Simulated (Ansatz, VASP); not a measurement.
CdI2: VASP beside Ansatz

```
Cd I
1.0
     4.24400    0.00000    0.00000
    -2.12200    3.67541    0.00000
     0.00000    0.00000    6.85900
Cd I
1 2
Direct
  0.00000 0.00000 0.00000
  0.33333 0.66667 0.24920
  0.66667 0.33333 0.75080
```

Alike in both runs: task electric field gradients; functional PBEsol; k mesh 8 × 8 × 5; occupations fermi-dirac, width 0.03 eV; no spin polarisation.

|  | VASP | Ansatz |
| --- | --- | --- |
| version | VASP 6.6.1 | Ansatz 0.2.0 |
| potentials or method | VASP PAW PBE potentials, release 64 (Cd, I) | PAW with Ansatz's default frozen-core files, scalar-relativistic |
| plane-wave cutoff (eV) | 400 | 420 |
| valence electrons in the cell | 26 | 54 |

```tsv
	VASP	Ansatz	Ansatz less VASP
gap on the k mesh at the Fermi level (eV)	2.29	2.30	+0.010
pressure (GPa)	-0.5	-0.4	+0.06
traceless stress, the component that is largest in VASP (GPa)	0.11	0.12	+0.012
rms of the force components (eV/Å)	0.033	0.045	+0.0120
size of Vzz on the site where it differs most (V/Å²)	56.0	57.2	+1.16
```

VASP's potentials were made for PBE, not for PBEsol. Atom by atom the forces differ by 0.012 eV/Å (rms over components). With one functional, cell and mesh, what is left measures potentials, basis and numerics. VASP's potentials hold 26 valence electrons a cell and Ansatz's 54, so a difference there can come from the potentials and not from the codes.

Neither program's run includes spin-orbit coupling.
